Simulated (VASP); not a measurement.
## CdSe: vibrations by perturbation theory with PBE

The system is CdSe.

```
CELL_PARAMETERS angstrom
0.00000 3.09841 3.09841
3.09841 0.00000 3.09841
3.09841 3.09841 0.00000
ATOMIC_POSITIONS crystal
Cd 0.00000 0.00000 0.00000
Se 0.25000 0.25000 0.25000
```

```yaml
Program: VASP 6.6.1
Task: vibrations by perturbation theory
Functional: PBE
Potentials_or_basis: VASP PAW PBE potentials, release 64 (Cd, Se)
Cutoff: 500 eV
k_mesh: 10 × 10 × 10
Occupations: gaussian, width 0.01 eV
Spin: no spin polarisation
Dipole_correction: no
Further_INCAR_settings: ALGO = Normal; EDIFF = 1e-08; IBRION = 8; NSW = 1
```

```
Electronic dielectric tensor (diagonal)                 : 11.00
Born charges (mean of the diagonal)                     : Cd +2.37; Se -2.37 e
Highest phonon frequency at Γ, LO-TO splitting left out : 157 cm⁻¹
```

Phonon frequencies in cm⁻¹ (negative: imaginary):
```csv
q point,frequencies
"(0.000, 0.000, 0.000)",0 0 0 157 157 157
```

Electronic dielectric tensor:
```
11.00  0.00  0.00
 0.00 11.00  0.00
 0.00  0.00 11.00
```

Born effective charge tensors (e):
atom 1, Cd
```
2.37 0.00 0.00
0.00 2.37 0.00
0.00 0.00 2.37
```
atom 2, Se
```
-2.37  0.00  0.00
 0.00 -2.37  0.00
 0.00  0.00 -2.37
```

Run time: 21 min on 1 thread of Intel Xeon 8259CL, on a shared host, peak memory 0.45 GiB.
